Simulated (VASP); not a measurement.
Mg, 1 atom in the cell. Symmetry: Im-3m, No. 229, cubic system. Conventional cell: a = 3.190 Å, b = 3.190 Å, c = 3.190 Å, α = 90.00°, β = 90.00°, γ = 90.00°. Mg (site symmetry m-3m) has 14 Mg at 2.76 to 3.19 Å within 3.6 Å. This isn't the form of Mg at room conditions, which is hcp.

- Program: VASP 6.6.1
- Task: single point
- Functional: PBE
- Potentials or basis: VASP PAW PBE potentials, release 64 (Mg)
- Cutoff: 600 eV
- k mesh: 17 × 17 × 17
- Occupations: fermi-dirac, width 0.1 eV
- Spin: no spin polarisation
- Dipole correction: no
- Further INCAR settings: ALGO = Normal; EDIFF = 1e-06; NBANDS = 7

Potentials or basis: VASP PAW PBE potentials, release 64 (Mg).

Launch:

```bash
$ cat potpaw_PBE.64/Mg/POTCAR > POTCAR
$ mpirun -np 1 vasp_std > vasp.out
```

Hardware: 1 thread of Intel Xeon 8259CL, on a shared host.

Task: How long does it take, and how much memory?

Result: Wall time 25 s on 1 thread of Intel Xeon 8259CL, on a shared host, peak memory 0.15 GiB. Counts: scf iterations 10, k points 165.
